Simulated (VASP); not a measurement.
# CaB15N15 (a cell with a defect) (Ca_B-V_N) in VASP: a series of runs

Runs on CaB15N15 (a cell with a defect) (Ca_B-V_N). Level: PBE. Tasks: single point.

Program: VASP 6.6.1. These are calculated values, not measurements. Logs are shortened: lines on timing, memory, paths and dates and some standing lists are left out, and cuts for length are marked.

## Step 1: The cell of the first run

The cell holds a defect, 31 atoms: a = 6.277 Å, b = 6.277 Å, c = 6.277 Å, α = 109.47°, β = 109.47°, γ = 109.47°.

## Step 2: Single point, PBE, collinear spin

Contents of INCAR:

```
SYSTEM = CaB15N15
PREC = Accurate ; ENCUT = 520
EDIFF = 1E-6 ; ISMEAR = 0
SIGMA = 0.01 ; LREAL = Auto
LASPH = .TRUE. ; NELM = 150
ALGO = Normal ; ISIF = 2
LWAVE = .FALSE. ; LCHARG = .FALSE.
ISPIN = 2 ; MAGMOM = 0.02 0 0.01 0.2 0 0.01 0 0 0 0 0 0.02 0.01 0 0 0.08 0.01 0.01 0.01 0 0 0 0.01 0 0 0.01 0 0 0.01 0.01 0
LORBIT = 11 ; NUPDOWN = 1.0
GGA = PE ; NBANDS = 90
NELECT = 131.0
```

Contents of KPOINTS:

```
Automatic mesh
0
Gamma
  1 1 1
  0.25 0.25 0.25
```

Contents of POSCAR:

```
CaB15N15
1.0
   -3.6241103800      3.6241103800     -3.6241103800
    3.6241103800      3.6241103800      3.6241103800
    3.6241103800     -3.6241103800     -3.6241103800
B Ca N
15 1 15
Direct
   -0.0304999421     -0.0069120929     -0.0163245672
    0.0085459925      0.2560651451      0.7610197758
    0.0065976567      0.5067113510      0.5031066529
   -0.0077140737      0.7135615081      0.2428878074
    0.2511777344      0.0074090313      0.7672137783
    0.2525571522      0.5066842962      0.2568862830
    0.2494003206      0.7512213178      0.0026381130
    0.5169401773      0.0074902455      0.5016603522
    0.5105946103      0.2559009740      0.2588807671
    0.4999294664      0.5011229065      0.0068664659
    0.4916624461      0.7472936747      0.7420210333
    0.7332979758     -0.0071669741      0.2199381053
    0.7468832165      0.2509691493     -0.0027817812
    0.7565563268      0.5012578596      0.7504157414
    0.7522191912      0.7511714009      0.4998054861
    0.1771885075      0.1484715426      0.4274147634
   -0.0074793816      0.2521366070      0.0007284505
    0.0104159600      0.5069736868      0.7571398811
   -0.0007452829      0.7521984159      0.5049556368
    0.2436482321     -0.0009833427      0.0140483791
    0.2559305410      0.2567628564      0.8012979128
    0.2491830472      0.5294309009      0.4995820744
    0.2544327485      0.7523181599      0.2497101918
    0.5020503157      0.0057633981      0.7524593170
    0.5511203425      0.2568765584      0.5064184443
    0.5066889441      0.5069112762      0.2607604108
    0.4929408405      0.7473151323     -0.0065157195
    0.7635939333     -0.0010482118      0.4940072477
    0.7505406232      0.2519098360      0.2428922895
    0.7454879312      0.4949141080     -0.0040597618
    0.7430694402      0.7473993488      0.7433285814
```

Potentials or basis: VASP PAW PBE potentials, release 64 (B, Ca_sv, N).

Run with:

```bash
> cat potpaw_PBE.64/B/POTCAR potpaw_PBE.64/Ca_sv/POTCAR potpaw_PBE.64/N/POTCAR > POTCAR
> mpirun -np 1 vasp_std > vasp.out
```

OUTCAR:

```text
SYSTEM = CaB15N15
   PREC = Accurate
   ENCUT = 520
   EDIFF = 1E-6
   ISMEAR = 0
   LREAL = Auto
   LASPH = .TRUE.
   NELM = 150
   ISIF = 2
   ISPIN = 2
   LORBIT = 11
   NUPDOWN = 1.0
   GGA = PE
   NELECT = 131.0

 ion  position               nearest neighbor table
   1  0.970  0.993  0.984-  31 1.49  17 1.55  20 1.65  16 2.31
   2  0.009  0.256  0.761-  21 1.49  17 1.55  18 1.58  28 1.61  16 2.64
   3  0.007  0.507  0.503-  22 1.49  19 1.55  18 1.59  29 1.61
   4  0.992  0.714  0.243-  30 1.50  19 1.56  23 1.56  16 2.24
   5  0.251  0.007  0.767-  21 1.50  20 1.58  19 1.61  24 1.61  16 2.53
   6  0.253  0.507  0.257-  22 1.49  23 1.55  26 1.59  17 1.61
   7  0.249  0.751  0.003-  18 1.53  23 1.54  20 1.55  27 1.56
   8  0.517  0.007  0.502-  25 1.50  28 1.58  24 1.61  23 1.61  16 2.53
   9  0.511  0.256  0.259-  25 1.49  29 1.55  26 1.58  20 1.61  16 2.64
  10  0.500  0.501  0.007-  21 1.47  26 1.57  30 1.58  27 1.59
  11  0.492  0.747  0.742-  22 1.48  31 1.58  27 1.58  24 1.58
  12  0.733  0.993  0.220-  27 1.49  29 1.55  28 1.65  16 2.31
  13  0.747  0.251  0.997-  17 1.53  29 1.53  30 1.54  24 1.54
  14  0.757  0.501  0.750-  25 1.47  18 1.57  30 1.58  31 1.59
  15  0.752  0.751  0.500-  26 1.53  19 1.54  28 1.55  31 1.56
  16  0.177  0.148  0.427-  25 2.04  21 2.04  22 2.13   4 2.24   1 2.31  12 2.31   8 2.53   5 2.53
                             9 2.64   2 2.64
  17  0.993  0.252  0.001-  13 1.53   1 1.55   2 1.55   6 1.61
  18  0.010  0.507  0.757-   7 1.53  14 1.57   2 1.58   3 1.59
  19  0.999  0.752  0.505-  15 1.54   3 1.55   4 1.56   5 1.61
  20  0.244  0.999  0.014-   7 1.55   5 1.58   9 1.61   1 1.65
  21  0.256  0.257  0.801-  10 1.47   2 1.49   5 1.50  16 2.04
  22  0.249  0.529  0.500-  11 1.48   3 1.49   6 1.49  16 2.13
  23  0.254  0.752  0.250-   7 1.54   6 1.55   4 1.56   8 1.61
  24  0.502  0.006  0.752-  13 1.54  11 1.58   5 1.61   8 1.61
  25  0.551  0.257  0.506-  14 1.47   9 1.49   8 1.50  16 2.04
  26  0.507  0.507  0.261-  15 1.53  10 1.57   9 1.58   6 1.59
  27  0.493  0.747  0.993-  12 1.49   7 1.56  11 1.58  10 1.59
  28  0.764  0.999  0.494-  15 1.55   8 1.58   2 1.61  12 1.65
  29  0.751  0.252  0.243-  13 1.53  12 1.55   9 1.55   3 1.61
  30  0.745  0.495  0.996-   4 1.50  13 1.54  10 1.58  14 1.58
  31  0.743  0.747  0.743-   1 1.49  15 1.56  11 1.58  14 1.59

  LATTYP: Found a body centered cubic cell.
 ALAT       =     7.2482207600

  Lattice vectors:

 A1 = (  -3.6241103800,   3.6241103800,  -3.6241103800)
 A2 = (   3.6241103800,   3.6241103800,   3.6241103800)
 A3 = (   3.6241103800,  -3.6241103800,  -3.6241103800)

Analysis of symmetry for initial positions (statically):
=====================================================================
 Subroutine PRICEL returns:
 Original cell was already a primitive cell.

 Routine SETGRP: Setting up the symmetry group for a
 body centered cubic supercell.

 Subroutine GETGRP returns: Found  1 space group operations
 (whereof  1 operations were pure point group operations)
 out of a pool of 48 trial point group operations.

The static configuration has the point symmetry C_1 .

Analysis of symmetry for dynamics (positions and initial velocities):
=====================================================================
 Subroutine PRICEL returns:
 Original cell was already a primitive cell.

 Routine SETGRP: Setting up the symmetry group for a
 body centered cubic supercell.

 Subroutine GETGRP returns: Found  1 space group operations
 (whereof  1 operations were pure point group operations)
 out of a pool of 48 trial point group operations.

The dynamic configuration has the point symmetry C_1 .

Analysis of structural, dynamic, and magnetic symmetry:
=====================================================================
 Subroutine PRICEL returns:
 Original cell was already a primitive cell.

 Routine SETGRP: Setting up the symmetry group for a
 body centered cubic supercell.

 Subroutine GETGRP returns: Found  1 space group operations
 (whereof  1 operations were pure point group operations)
 out of a pool of 48 trial point group operations.

The overall configuration has the point symmetry C_1 .

 Subroutine INISYM returns: Found  1 space group operations
 (whereof  1 operations are pure point group operations),
 and found     1 'primitive' translations
[... 115 lines left out ...]
   dimension x,y,z NGXF=    96 NGYF=   96 NGZF=   96
   ions per type =              15   1  15
   NGX,Y,Z   is equivalent  to a cutoff of  12.71, 12.71, 12.71 a.u.
   NGXF,Y,Z  is equivalent  to a cutoff of  25.42, 25.42, 25.42 a.u.
 SYSTEM =  CaB15N15
   PREC   = accura    normal or accurate (medium, high low for compatibility)
   ISTART =      0    job   : 0-new  1-cont  2-samecut
   ICHARG =      2    charge: 1-file 2-atom 10-const
   ISPIN  =      2    spin polarized calculation?
   LNONCOLLINEAR =      F non collinear calculations
   LSORBIT =      F    spin-orbit coupling
   LASPH  =      T    aspherical Exc in radial PAW
   ENCUT  =  520.0 eV  38.22 Ry    6.18 a.u.  11.67 11.67 11.67*2*pi/ulx,y,z
   NELM   =    150;   NELMIN=  2; NELMDL= -5     # of ELM steps
   EDIFF  = 0.1E-05   stopping-criterion for ELM
   LREAL  =      T    real-space projection
   EDIFFG = 0.1E-04   stopping-criterion for IOM
   NSW    =      0    number of steps for IOM
   IBRION =     -1    ionic relax: 0-MD 1-quasi-New 2-CG
   NFREE  =      0    steps in history (QN), initial steepest desc. (CG)
   ISIF   =      2    stress and relaxation
   ISYM   =      2    0-nonsym 1-usesym 2-fastsym
   POTIM  = 0.5000    time-step for ionic-motion
   TEBEG  =    0.0;   TEEND  =   0.0 temperature during run
   PSTRESS=    0.0 pullay stress
   NELECT =     131.0000    total number of electrons
   NUPDOWN=       1.0000    fix difference up-down
   EMIN   =  10.00;   EMAX   =-10.00  energy-range for DOS
   EFERMI =   0.00;   METHOD = LEGACY
   ISMEAR =     0;   SIGMA  =   0.01  broadening in eV -4-tet -1-fermi 0-gaus
   EFERMI_NEDOS =   21; number of points for ismear=-14 and -15
   IALGO  =     38    algorithm
   IMIX   =      4    mixing-type and parameters
     AMIX     =   0.40;   BMIX     =  1.00
     AMIX_MAG =   1.60;   BMIX_MAG =  1.00
  volume/ion in A,a.u.               =       6.14        41.45
  Fermi-wavevector in a.u.,A,eV,Ry     =   1.445253  2.731132 28.419250  2.088756
  Thomas-Fermi vector in A             =   2.563456
   LORBIT       =     11    0 simple, 1 ext, 2 COOP (PROOUT), +10 PAW based schemes
   GGA     = PE    functional components
   LHFCALC =     F    Hartree Fock is set to
   AEXX    =    0.0000 exact exchange contribution
   IVDW    =     0    specifies the selected vdW correction
   LEPSILON=     F    determine dielectric tensor
   LRPA    =     F    only Hartree local field effects (RPA)
 spin polarized calculation
 Gauss-broadening in eV      SIGMA  =   0.01
  energy-cutoff  :      520.00
  volume of cell :      190.40
 maximum number of plane-waves:      5072
 NGX is ok and might be reduce to    48
   NGX = 23   NGY = 23   NGZ = 23

 number of electron     130.9999998 magnetization       1.0000033

 Free energy of the ion-electron system (eV)
  ---------------------------------------------------
  ext. energy  EPLUGINS =         0.00000000
  ---------------------------------------------------
  free energy    TOTEN  =      -243.95481103 eV

  energy without entropy =     -243.95481103  energy(sigma->0) =     -243.95481103

 E-fermi :   8.2764     XC(G=0): -12.8239

 val. band max:       10.5270986931   @ k =   0.2500   0.2500   0.2500
 cond. band min:      11.7230523209   @ k =   0.2500   0.2500   0.2500
 fundamental gap:      1.1959536278
 Fermi energy:        10.6773907058

 spin component 1

 k-point     1 :       0.2500    0.2500    0.2500
  band No.  band energies     occupation
      1     -29.4177      1.00000
      2     -12.2240      1.00000
      3     -12.1278      1.00000
      4     -11.8290      1.00000
      5     -10.9620      1.00000
      6     -10.9159      1.00000
[... 69 lines left out ...]
     76      15.1138      0.00000
     77      15.2634      0.00000
 Fermi energy:         8.2763670675

 spin component 2

 k-point     1 :       0.2500    0.2500    0.2500
  band No.  band energies     occupation
      1     -29.3206      1.00000
      2     -12.2014      1.00000
      3     -12.0560      1.00000
      4     -11.7664      1.00000
      5     -10.9048      1.00000
      6     -10.8911      1.00000
[... 69 lines left out ...]
     76      15.1433      0.00000
     77      15.3471      0.00000
 [bands above 77 left out]

------------------------ aborting loop because EDIFF is reached ----------------------------------------

  FORCE on cell =-STRESS in cart. coord.  units (eV):
  Direction    XX          YY          ZZ          XY          YZ          ZX
  --------------------------------------------------------------------------------------
  -------------------------------------------------------------------------------------
  Total       33.9658092     34.0398774     46.8180201      5.4482462     -1.0110941     -1.0501499
  in kB      285.8171649    286.4404376    393.9665821     45.8461705     -8.5082048     -8.8368532
  external PRESSURE =     322.0747282 kB  Pullay stress =       0.0000000 kB

 VOLUME and BASIS-vectors are now :
 -----------------------------------------------------------------------------
  energy-cutoff  :      520.00
  volume of cell :      190.40
      direct lattice vectors                 reciprocal lattice vectors
    -3.624110380  3.624110380 -3.624110380     0.000000000  0.137964893 -0.137964893
     3.624110380  3.624110380  3.624110380     0.137964893  0.137964893  0.000000000
     3.624110380 -3.624110380 -3.624110380     0.137964893  0.000000000 -0.137964893

 POSITION                                       TOTAL-FORCE (eV/Angst)
 -----------------------------------------------------------------------------------
      3.65043      3.54769     -3.47946        -0.006112      0.008816     -0.032036
      3.65506     -1.79904     -1.86098        -0.012339     -0.013749      0.029039
      3.63578      0.03697     -0.01085         0.002027     -0.028033      0.028139
     -0.12988      5.30193     -1.89038        -0.008231      0.001899     -0.018054
      1.89702     -1.84332     -3.66391        -0.006022     -0.018636     -0.037535
      1.85197      1.82059     -0.01000        -0.017694      0.016389      0.018281
[... 23 lines left out ...]
      2.70129      0.88596     -4.51750         0.007858      0.012711      0.027899
      2.70960      2.70772     -2.67821        -0.007385     -0.017992     -0.013878
 -----------------------------------------------------------------------------------
    total drift:                                0.001232     -0.000773     -0.001171

  FREE ENERGIE OF THE ION-ELECTRON SYSTEM (eV)
  ---------------------------------------------------
  free  energy   TOTEN  =      -243.9548110328 eV

  energy  without entropy=     -243.9548110328  energy(sigma->0) =     -243.95481103

 total charge

# of ion       s       p       d       tot
------------------------------------------
    1        0.681   1.319   0.000   2.000
    2        0.685   1.404   0.000   2.089
    3        0.680   1.390   0.000   2.070
    4        0.683   1.414   0.000   2.097
    5        0.675   1.363   0.000   2.037
    6        0.680   1.389   0.000   2.069
[... 23 lines left out ...]
   30        1.214   2.793   0.000   4.007
   31        1.215   2.789   0.000   4.004
--------------------------------------------------
tot         30.635  68.705   0.751 100.091

 magnetization (x)

# of ion       s       p       d       tot
------------------------------------------
    1        0.005   0.023   0.000   0.028
    2        0.000   0.004   0.000   0.004
    3        0.001   0.007   0.000   0.009
    4        0.046   0.304   0.000   0.350
    5       -0.000   0.003   0.000   0.003
    6        0.001   0.007   0.000   0.009
[... 23 lines left out ...]
   30       -0.000   0.005   0.000   0.005
   31       -0.000  -0.001   0.000  -0.001
--------------------------------------------------
tot          0.082   0.484   0.104   0.670
```

Wall time 1.9 min (1 thread of Intel Xeon Platinum 8259CL at 2.50GHz (Skylake/Cascade Lake), shared host); peak memory 0.41 GiB.

What came out:

```
Free energy                                           : -243.9548 eV
Largest force                                         : 0.070 eV/Å
Net moment                                            : 1.00 μB per cell
Site moments                                          : B +0.03, +0.00, +0.01, +0.35; Ca +0.12; N +0.01, -0.00, +0.00 μB
Valence electrons inside the program's atomic spheres : B 2.00, 2.09, 2.07, 2.10, 2.04, 2.13, 2.08, 2.16; Ca 8.83; N 4.00, 3.98, 3.93, 4.11, 4.09, 3.96, 3.99, 4.01
```

Forces in eV/Å, atoms in the order of the input:
```
B   -0.006  0.009 -0.032
B   -0.012 -0.014  0.029
B    0.002 -0.028  0.028
B   -0.008  0.002 -0.018
B   -0.006 -0.019 -0.038
B   -0.018  0.016  0.018
B    0.004  0.009  0.002
B   -0.018 -0.017 -0.027
B   -0.012  0.014  0.021
B    0.002  0.020  0.002
B    0.004 -0.004 -0.028
B    0.007  0.009 -0.027
B    0.009 -0.004  0.000
B    0.020 -0.001  0.002
B    0.013  0.000  0.009
Ca  -0.021 -0.025  0.062
N   -0.002 -0.004 -0.018
N   -0.015  0.001  0.006
N    0.002  0.010 -0.006
N   -0.022  0.026  0.030
N    0.049 -0.016 -0.043
N    0.023  0.029  0.015
N    0.003  0.005 -0.013
N   -0.009 -0.004  0.016
N   -0.019  0.040 -0.038
N   -0.004 -0.020  0.006
N   -0.018 -0.008 -0.002
N    0.023 -0.017  0.020
N    0.027 -0.004  0.007
N    0.008  0.013  0.028
N   -0.007 -0.018 -0.014
```

Caveat: the k points lie up to 1.23 Å⁻¹ apart; the cell carries a net charge on a neutralising background, which shifts energy and pressure; the cell is charged against a uniform background, so pressure and absolute levels hang on convention; the total moment is fixed, so each spin has its own Fermi level.

(Part 1 of 2 ends here.)
